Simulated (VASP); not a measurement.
C:

```
C
1.0
     2.50327    0.00000    0.00000
    -1.25163    2.16790    0.00000
     0.00000    0.00000    4.16872
C
4
Direct
  0.33333 0.66667 0.06273
  0.66667 0.33333 0.56273
  0.33333 0.66667 0.43727
  0.66667 0.33333 0.93727
```

Base run:

| Item | Value |
| --- | --- |
| Program | VASP 6.6.1 |
| Functional | r2SCAN |
| Potentials or basis | VASP PAW PBE potentials, release 64 (C) |
| Cutoff | 520 eV |
| k mesh | 12 × 12 × 7 |
| Occupations | fermi-dirac, width 0.05 eV |
| Spin | no spin polarisation |

Its results: band gap on the k mesh 3.56 eV, indirect (least direct gap 5.19 eV); pressure 1.0 GPa.

Problem. The run is repeated on the same cell with these changes: potentials or basis from VASP PAW PBE potentials, release 64 (C) to VASP PAW PBE potentials, release 64 (C_h); cutoff from 520 eV to 910 eV. What comes out?

Solution. Band gap on the k mesh 3.59 eV, indirect (least direct gap 5.24 eV); pressure -0.8 GPa.

Caveats: the PAW data sets were made with another functional, which shifts forces and pressure a little; the cutoff is under 1.25 times the usual one of these potentials, so pressure, stress and relaxed cells hold a basis-set (Pulay) error (some runs).

A k mesh can miss the band edges.
